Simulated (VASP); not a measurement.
# Co3Ir (Pm-3m) in VASP: single point with LDA

Aim: the single point of Co3Ir with LDA.

All numbers are computed with VASP 6.6.1; they aren't measurements. Logs are shortened: lines on timing, memory, paths and dates and some standing lists are left out, and cuts for length are marked.

## (1) The cell of the first run

The structure is cubic, space group Pm-3m (No. 221). Conventional cell: a = 3.583 Å, b = 3.583 Å, c = 3.583 Å, α = 90.00°, β = 90.00°, γ = 90.00°. Co (site symmetry 4/mmm) has 8 Co at 2.53 Å and 4 Ir at 2.53 Å within 3.3 Å. Co (site symmetry 4/mmm) has 8 Co at 2.53 Å and 4 Ir at 2.53 Å within 3.3 Å. Ir (site symmetry m-3m) has 12 Co at 2.53 Å within 3.3 Å.

## (2) Single point, LDA, collinear spin, antiferromagnetic start

File INCAR:

```
SYSTEM = Co3Ir
  PREC = Accurate
  ENCUT = 600
  EDIFF = 1E-6
  ISMEAR = -1
  SIGMA = 0.1
  LREAL = .FALSE.
  LASPH = .TRUE.
  NELM = 200
  ALGO = Normal
  ISIF = 2
  LWAVE = .FALSE.
  LCHARG = .FALSE.
  ISPIN = 2
  MAGMOM = 2 2 2 -2 -2 -2 0 0
  LORBIT = 11
  LMAXMIX = 4
  GGA = CA
  NBANDS = 50
  GGA_COMPAT = .FALSE.
```

File KPOINTS:

```
Automatic mesh
0
G
  4 7 7
  0 0 0
```

File POSCAR:

```
Co3Ir
1.0
    7.1651200000      0.0000000000      0.0000000000
    0.0000000000      3.5825600000      0.0000000000
    0.0000000000      0.0000000000      3.5825600000
Co Ir
6 2
Direct
    0.0000000000      0.5000000000      0.5000000000
    0.2500000000      0.0000000000      0.5000000000
    0.2500000000      0.5000000000      0.0000000000
    0.5000000000      0.5000000000      0.5000000000
    0.7500000000      0.0000000000      0.5000000000
    0.7500000000      0.5000000000      0.0000000000
    0.0000000000      0.0000000000      0.0000000000
    0.5000000000      0.0000000000      0.0000000000
```

Potentials or basis: VASP PAW LDA potentials, release 64 (Co, Ir).

Launch:

```console
cat potpaw_LDA.64/Co/POTCAR potpaw_LDA.64/Ir/POTCAR > POTCAR
mpirun -np 1 vasp_std > vasp.out
```

OUTCAR:

```text
SYSTEM = Co3Ir
   PREC = Accurate
   ENCUT = 600
   EDIFF = 1E-6
   ISMEAR = -1
   LREAL = .FALSE.
   LASPH = .TRUE.
   NELM = 200
   ISIF = 2
   ISPIN = 2
   LORBIT = 11
   GGA = CA

 ion  position               nearest neighbor table
   1  0.000  0.500  0.500-   2 2.53   3 2.53   5 2.53   6 2.53   7 2.53   3 2.53   6 2.53   7 2.53
                             2 2.53   5 2.53   7 2.53   7 2.53
   2  0.250  0.000  0.500-   1 2.53   3 2.53   4 2.53   7 2.53   8 2.53   3 2.53   7 2.53   8 2.53
                             1 2.53   3 2.53   4 2.53   3 2.53
   3  0.250  0.500  0.000-   1 2.53   2 2.53   4 2.53   7 2.53   8 2.53   1 2.53   2 2.53   4 2.53
                             2 2.53   7 2.53   8 2.53   2 2.53
   4  0.500  0.500  0.500-   2 2.53   3 2.53   5 2.53   6 2.53   8 2.53   3 2.53   6 2.53   8 2.53
                             2 2.53   5 2.53   8 2.53   8 2.53
   5  0.750  0.000  0.500-   1 2.53   4 2.53   6 2.53   7 2.53   8 2.53   6 2.53   7 2.53   8 2.53
                             1 2.53   4 2.53   6 2.53   6 2.53
   6  0.750  0.500  0.000-   1 2.53   4 2.53   5 2.53   7 2.53   8 2.53   1 2.53   4 2.53   5 2.53
                             5 2.53   7 2.53   8 2.53   5 2.53
   7  0.000  0.000  0.000-   1 2.53   2 2.53   3 2.53   5 2.53   6 2.53   1 2.53   2 2.53   5 2.53
                             1 2.53   3 2.53   6 2.53   1 2.53
   8  0.500  0.000  0.000-   2 2.53   3 2.53   4 2.53   5 2.53   6 2.53   2 2.53   4 2.53   5 2.53
                             3 2.53   4 2.53   6 2.53   4 2.53

  LATTYP: Found a simple tetragonal cell.
 ALAT       =     3.5825600000
 C/A-ratio  =     2.0000000000

  Lattice vectors:

 A1 = (   0.0000000000,   3.5825600000,   0.0000000000)
 A2 = (   0.0000000000,   0.0000000000,   3.5825600000)
 A3 = (   7.1651200000,   0.0000000000,   0.0000000000)

Analysis of symmetry for initial positions (statically):
=====================================================================
 Subroutine PRICEL returns following result:

  LATTYP: Found a simple cubic cell.
 ALAT       =     3.5825600000
[... 12 lines left out ...]
 Subroutine GETGRP returns: Found 16 space group operations
 (whereof 16 operations were pure point group operations)
 out of a pool of 16 trial point group operations.

The static configuration has the point symmetry D_4h.

Analysis of symmetry for dynamics (positions and initial velocities):
=====================================================================
 Subroutine PRICEL returns following result:

  LATTYP: Found a simple cubic cell.
 ALAT       =     3.5825600000
[... 12 lines left out ...]
 Subroutine GETGRP returns: Found 16 space group operations
 (whereof 16 operations were pure point group operations)
 out of a pool of 16 trial point group operations.

The dynamic configuration has the point symmetry D_4h.

Analysis of structural, dynamic, and magnetic symmetry:
=====================================================================
 Subroutine PRICEL returns following result:

  LATTYP: Found a simple cubic cell.
 ALAT       =     3.5825600000
[... 12 lines left out ...]
 Subroutine GETGRP returns: Found  8 space group operations
 (whereof  8 operations were pure point group operations)
 out of a pool of 16 trial point group operations.

The overall configuration has the point symmetry C_4v.

 Subroutine INISYM returns: Found  8 space group operations
 (whereof  8 operations are pure point group operations),
 and found     2 'primitive' translations

----------------------------------------------------------------------------------------

                                     Primitive cell

  volume of cell :      45.9812

  direct lattice vectors                    reciprocal lattice vectors
     3.582560000  0.000000000  0.000000000     0.279130008  0.000000000  0.000000000
     0.000000000  3.582560000  0.000000000     0.000000000  0.279130008  0.000000000
     0.000000000  0.000000000  3.582560000     0.000000000  0.000000000  0.279130008

  length of vectors
     3.582560000  3.582560000  3.582560000     0.279130008  0.279130008  0.279130008

  position of ions in fractional coordinates (direct lattice)
     0.000000000  0.500000000  0.500000000
     0.500000000  0.000000000  0.500000000
     0.500000000  0.500000000  0.000000000
     0.000000000  0.000000000  0.000000000

  ion indices of the primitive-cell ions
   primitive index   ion index
                 1           1
                 2           2
                 3           3
                 4           7

----------------------------------------------------------------------------------------

 KPOINTS: Automatic mesh

Automatic generation of k-mesh.
 Grid dimensions read from file:
 generate k-points for:    4    7    7

 Generating k-lattice:

  Cartesian coordinates                     Fractional coordinates (reciprocal lattice)
     0.034891251  0.000000000  0.000000000     0.250000000  0.000000000  0.000000000
     0.000000000  0.039875715  0.000000000     0.000000000  0.142857143  0.000000000
     0.000000000  0.000000000  0.039875715     0.000000000  0.000000000  0.142857143

  Length of vectors
     0.034891251  0.039875715  0.039875715

  Shift w.r.t. Gamma in fractional coordinates (k-lattice)
     0.000000000  0.000000000  0.000000000

 Subroutine IBZKPT returns following result:
 ===========================================

 Found     30 irreducible k-points:

 Following reciprocal coordinates:
            Coordinates               Weight
  0.000000  0.000000  0.000000      1.000000
  0.250000  0.000000  0.000000      2.000000
  0.500000  0.000000  0.000000      1.000000
  0.000000  0.142857  0.000000      4.000000
  0.250000  0.142857  0.000000      8.000000
  0.500000  0.142857  0.000000      4.000000
[... 16 lines left out ...]
  0.250000  0.285714  0.285714      8.000000
  0.500000  0.285714  0.285714      4.000000
 [... further k-points ...]
   k-points           NKPTS =     30   k-points in BZ     NKDIM =     30   number of bands    NBANDS=     50
   number of dos      NEDOS =    301   number of ions     NIONS =      8
   total plane-waves  NPLWV =  54000
   dimension x,y,z NGX =    60 NGY =   30 NGZ =   30
   dimension x,y,z NGXF=   120 NGYF=   60 NGZF=   60
   ions per type =               6   2
   NGX,Y,Z   is equivalent  to a cutoff of  13.92, 13.92, 13.92 a.u.
   NGXF,Y,Z  is equivalent  to a cutoff of  27.84, 27.84, 27.84 a.u.
 SYSTEM =  Co3Ir
   PREC   = accura    normal or accurate (medium, high low for compatibility)
   ISTART =      0    job   : 0-new  1-cont  2-samecut
   ICHARG =      2    charge: 1-file 2-atom 10-const
   ISPIN  =      2    spin polarized calculation?
   LNONCOLLINEAR =      F non collinear calculations
   LSORBIT =      F    spin-orbit coupling
   LASPH  =      T    aspherical Exc in radial PAW
   ENCUT  =  600.0 eV  44.10 Ry    6.64 a.u.  14.31  7.16  7.16*2*pi/ulx,y,z
   NELM   =    200;   NELMIN=  2; NELMDL= -5     # of ELM steps
   EDIFF  = 0.1E-05   stopping-criterion for ELM
   LREAL  =      F    real-space projection
   EDIFFG = 0.1E-04   stopping-criterion for IOM
   NSW    =      0    number of steps for IOM
   IBRION =     -1    ionic relax: 0-MD 1-quasi-New 2-CG
   NFREE  =      0    steps in history (QN), initial steepest desc. (CG)
   ISIF   =      2    stress and relaxation
   ISYM   =      2    0-nonsym 1-usesym 2-fastsym
   POTIM  = 0.5000    time-step for ionic-motion
   TEBEG  =    0.0;   TEEND  =   0.0 temperature during run
   PSTRESS=    0.0 pullay stress
   NELECT =      72.0000    total number of electrons
   NUPDOWN=      -1.0000    fix difference up-down
   EMIN   =  10.00;   EMAX   =-10.00  energy-range for DOS
   EFERMI =   0.00;   METHOD = LEGACY
   ISMEAR =    -1;   SIGMA  =   0.10  broadening in eV -4-tet -1-fermi 0-gaus
   EFERMI_NEDOS =   21; number of points for ismear=-14 and -15
   IALGO  =     38    algorithm
   IMIX   =      4    mixing-type and parameters
     AMIX     =   0.40;   BMIX     =  1.00
     AMIX_MAG =   1.60;   BMIX_MAG =  1.00
  volume/ion in A,a.u.               =      11.50        77.57
  Fermi-wavevector in a.u.,A,eV,Ry     =   1.508860  2.851331 30.975807  2.276658
  Thomas-Fermi vector in A             =   2.619258
   LORBIT       =     11    0 simple, 1 ext, 2 COOP (PROOUT), +10 PAW based schemes
   GGA     = CA    functional components
   LHFCALC =     F    Hartree Fock is set to
   AEXX    =    0.0000 exact exchange contribution
   IVDW    =     0    specifies the selected vdW correction
   LEPSILON=     F    determine dielectric tensor
   LRPA    =     F    only Hartree local field effects (RPA)
 spin polarized calculation
  energy-cutoff  :      600.00
  volume of cell :       91.96
 maximum number of plane-waves:      3090
 NGX is ok and might be reduce to    60
   NGX = 29   NGY = 15   NGZ = 15

 number of electron      71.9999993 magnetization      -0.0000000

 number of electron      71.9999993 magnetization       0.0000000

 Free energy of the ion-electron system (eV)
  ---------------------------------------------------
  ext. energy  EPLUGINS =         0.00000000
  ---------------------------------------------------
  free energy    TOTEN  =       -69.15570458 eV

  energy without entropy =      -68.67547139  energy(sigma->0) =      -68.91558799

 E-fermi :  10.1538     XC(G=0): -13.9547

 val. band max:       10.1488408209   @ k =   0.5000   0.1429   0.1429
 cond. band min:      10.1539479193   @ k =   0.5000   0.0000   0.0000
 fundamental gap:      0.0051070984
 Fermi energy:        10.1538136824

 spin component 1

 k-point     1 :       0.0000    0.0000    0.0000
  band No.  band energies     occupation
      1       0.5982      1.00000
      2       2.9770      1.00000
      3       4.0107      1.00000
      4       4.0157      1.00000
      5       4.2611      1.00000
      6       4.9521      1.00000
[... 1213 lines left out ...]
     47      14.0113      0.00000
     48      14.0423      0.00000

 [... further k-points ...]

 spin component 2

 k-point     1 :       0.0000    0.0000    0.0000
  band No.  band energies     occupation
      1       0.5982      1.00000
      2       2.9770      1.00000
      3       4.0107      1.00000
      4       4.0157      1.00000
      5       4.2611      1.00000
      6       4.9521      1.00000
[... 1213 lines left out ...]
     47      14.0113      0.00000
     48      14.0423      0.00000

 [... further k-points ...]

 [bands above 48 left out]

------------------------ aborting loop because EDIFF is reached ----------------------------------------

  FORCE on cell =-STRESS in cart. coord.  units (eV):
  Direction    XX          YY          ZZ          XY          YZ          ZX
  --------------------------------------------------------------------------------------
  -------------------------------------------------------------------------------------
  Total       -9.5081024     -9.4392236     -9.4392236      0.0000000      0.0000000      0.0000000
  in kB     -165.6509842   -164.4509718   -164.4509718      0.0000000      0.0000000      0.0000000
  external PRESSURE =    -164.8509760 kB  Pullay stress =       0.0000000 kB

 VOLUME and BASIS-vectors are now :
 -----------------------------------------------------------------------------
  energy-cutoff  :      600.00
  volume of cell :       91.96
      direct lattice vectors                 reciprocal lattice vectors
     7.165120000  0.000000000  0.000000000     0.139565004  0.000000000  0.000000000
     0.000000000  3.582560000  0.000000000     0.000000000  0.279130008  0.000000000
     0.000000000  0.000000000  3.582560000     0.000000000  0.000000000  0.279130008

 POSITION                                       TOTAL-FORCE (eV/Angst)
 -----------------------------------------------------------------------------------
      0.00000      1.79128      1.79128         0.147945     -0.000000      0.000000
      1.79128      0.00000      1.79128        -0.070666     -0.000000     -0.000000
      1.79128      1.79128      0.00000        -0.070666      0.000000      0.000000
      3.58256      1.79128      1.79128         0.147945     -0.000000      0.000000
      5.37384      0.00000      1.79128        -0.070666     -0.000000     -0.000000
      5.37384      1.79128      0.00000        -0.070666      0.000000      0.000000
      0.00000      0.00000      0.00000        -0.006614     -0.000000      0.000000
      3.58256      0.00000      0.00000        -0.006614     -0.000000      0.000000
 -----------------------------------------------------------------------------------
    total drift:                                0.000021     -0.000000     -0.000000

  FREE ENERGIE OF THE ION-ELECTRON SYSTEM (eV)
  ---------------------------------------------------
  free  energy   TOTEN  =       -69.1557045830 eV

  energy  without entropy=      -68.6754713892  energy(sigma->0) =      -68.91558799

 total charge

# of ion       s       p       d       tot
------------------------------------------
    1        0.476   0.543   7.311   8.330
    2        0.476   0.543   7.310   8.329
    3        0.476   0.543   7.310   8.329
    4        0.476   0.543   7.311   8.330
    5        0.476   0.543   7.310   8.329
    6        0.476   0.543   7.310   8.329
    7        0.752   0.707   7.002   8.462
    8        0.752   0.707   7.002   8.462
--------------------------------------------------
tot          4.362   4.672  57.868  66.902

 magnetization (x)

# of ion       s       p       d       tot
------------------------------------------
    1        0.005   0.005   0.690   0.700
    2        0.002  -0.001   0.740   0.741
    3        0.002  -0.001   0.740   0.741
    4       -0.005  -0.005  -0.690  -0.700
    5       -0.002   0.001  -0.740  -0.741
    6       -0.002   0.001  -0.740  -0.741
    7       -0.002  -0.004   0.065   0.060
    8        0.002   0.004  -0.065  -0.060
--------------------------------------------------
tot          0.000   0.000   0.000   0.000
```

Run time: 9.9 min. Hardware: 1 thread of Intel Xeon 6975P-C, shared host; peak memory 0.36 GiB.

Results:

| Item | Value |
| --- | --- |
| Free energy | -69.1557 eV |
| Pressure | -16.5 GPa |
| Band gap on the k mesh | zero (filled and empty bands overlap) |
| Net moment | 0.00 μB per cell |
| Site moments | Co +0.70, +0.74, -0.70, -0.74; Ir +0.06, -0.06 μB |
| Valence electrons inside the program's atomic spheres | Co 8.33; Ir 8.46 |

Stress tensor (GPa, compression positive):
```
-16.57   0.00   0.00
  0.00 -16.45   0.00
  0.00   0.00 -16.45
```

Caveat: spin-orbit coupling is left out, which moves the levels of the heavy elements.
